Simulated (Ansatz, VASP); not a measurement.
Hf2MgO2 in VASP and in Ansatz

```xyz
5
Lattice="3.4262 0.0000 0.0000 -1.7131 2.9672 0.0000 0.0000 0.0000 8.1891" Properties=species:S:1:pos:R:3 pbc="T T T"
Mg    0.0000    0.0000    0.0000
Hf    0.0000    1.9781    5.6437
Hf    1.7131    0.9891    2.5454
O     0.0000    1.9781    3.2974
O     1.7131    0.9891    4.8917
```

Change from the starting cell: species swapped into the YAl2Si2 type (P-3m1, No. 164).

Alike in both runs: functional PBE; k mesh 6 × 6 × 4; occupations gaussian, width 0.1 eV; no spin polarisation.

Ansatz relaxed the structure, and its values are those at the end. VASP's run is a single point on that final structure, the one shown.

|  | VASP | Ansatz |
| --- | --- | --- |
| version | VASP 6.6.1 | Ansatz 0.2.0 |
| potentials or method | VASP PAW PBE potentials, release 64 (Mg, Hf_pv, O), cutoff 520 eV | scalar-relativistic, plane waves, PAW |
| valence electrons in the cell | 34 | 74 |

```tsv
	VASP	Ansatz	Ansatz less VASP
gap on the k mesh at the Fermi level (eV)	none	none	-
pressure (GPa)	-1.3	0.1	+1.38
rms of the force components (eV/Å)	0.079	0.002	-0.0769
```

A gap of «none» marks a metal or a gap that the smearing closes. With one functional, cell and mesh, what is left measures potentials, basis and numerics. VASP's potentials hold 34 valence electrons a cell and Ansatz's 74, so a difference there can come from the potentials and not from the codes.

Spin-orbit coupling is off throughout.
